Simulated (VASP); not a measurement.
Here is a VASP 6.6.1 calculation.

File INCAR:

```
PREC = Accurate
ENCUT = 520
EDIFF = 1E-6
ISMEAR = -1
SIGMA = 0.05
LREAL = False
LASPH = True
NELM = 150
ALGO = Normal
ISIF = 2
LWAVE = False
LCHARG = False
ISPIN = 2
MAGMOM = 4 0
LORBIT = 11
LMAXMIX = 4
GGA = CA
NBANDS = 20
```

Contents of KPOINTS:

```
Automatic mesh
0
Gamma
  10 10 10
```

File POSCAR:

```
MnO
1.0
    0.0000000000      2.2675248097      2.2675248097
    2.2675248097      0.0000000000      2.2675248097
    2.2675248097      2.2675248097      0.0000000000
Mn O
1 1
Direct
    0.0000000000      0.0000000000      0.0000000000
    0.5000000000      0.5000000000      0.5000000000
```

Potentials or basis: VASP PAW LDA potentials, release 64 (Mn_pv, O).

The run is started by

```sh
$ cat potpaw_LDA.64/Mn_pv/POTCAR potpaw_LDA.64/O/POTCAR > POTCAR
$ mpirun -np 1 vasp_std > vasp.out
```

(1) Estimate the site moments.

(2) Predict the net moment.

(3) Predict the pressure.

## Answers

(1) Mn +4.27; O +0.20 μB.

(2) 4.73 μB per cell.

(3) -20.6 GPa.

Caveat: a cell with one magnetic atom can't hold antiferromagnetic order, which such compounds often take.
